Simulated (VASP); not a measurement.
Set up this calculation in VASP 6.6.1, as the native input.

- Task: single point
- Functional: PBE
- Potentials or basis: VASP PAW PBE potentials, release 64 (Ga_d, S)
- Cutoff: 520 eV
- k mesh: 6 × 6 × 4
- Occupations: gaussian, width 0.1 eV
- Spin: no spin polarisation
- Dipole correction: no
- Further INCAR settings: ALGO = Normal; EDIFF = 1e-06; NBANDS = 34

The structure of Ga3S2 lies in POSCAR:

```
Ga3S2
1.0
    4.3362258007     -0.0000000028      0.0000000000
   -2.1681128979      3.7552817013      0.0000000000
    0.0000000000      0.0000000000      6.7560718513
Ga S
3 2
Direct
    0.6666666667      0.3333333333      0.2093994169
    0.6666666667      0.3333333333      0.7906005831
    0.0000000000      0.0000000000      0.5000000000
    0.0000000000      0.0000000000      0.0000000000
    0.3333333333      0.6666666667      0.5000000000
```

One way to write it, as run:

INCAR

```
SYSTEM = Ga3S2
ALGO = Normal
EDIFF = 1E-6
ENCUT = 520
GGA = PE
ISIF = 2
ISMEAR = 0
LASPH = .TRUE.
LCHARG = .FALSE.
LREAL = .FALSE.
LWAVE = .FALSE.
NBANDS = 34
NELM = 80
PREC = Accurate
SIGMA = 0.1
```

KPOINTS

```
k-points
0
G
  6 6 4
  0 0 0
```

Potentials or basis: VASP PAW PBE potentials, release 64 (Ga_d, S).

Command:

```bash
$ cat potpaw_PBE.64/Ga_d/POTCAR potpaw_PBE.64/S/POTCAR > POTCAR
$ mpirun -np 1 vasp_std > vasp.out
```

Results of the run:

```yaml
Pressure: -0.1 GPa
Largest_force: 0.022 eV/Å
```

Run time: 68 s on 1 thread of Intel(R) Xeon(R) Platinum 8175M CPU @ 2.50GHz (Skylake/Cascade Lake), on a shared host, peak memory 0.24 GiB.
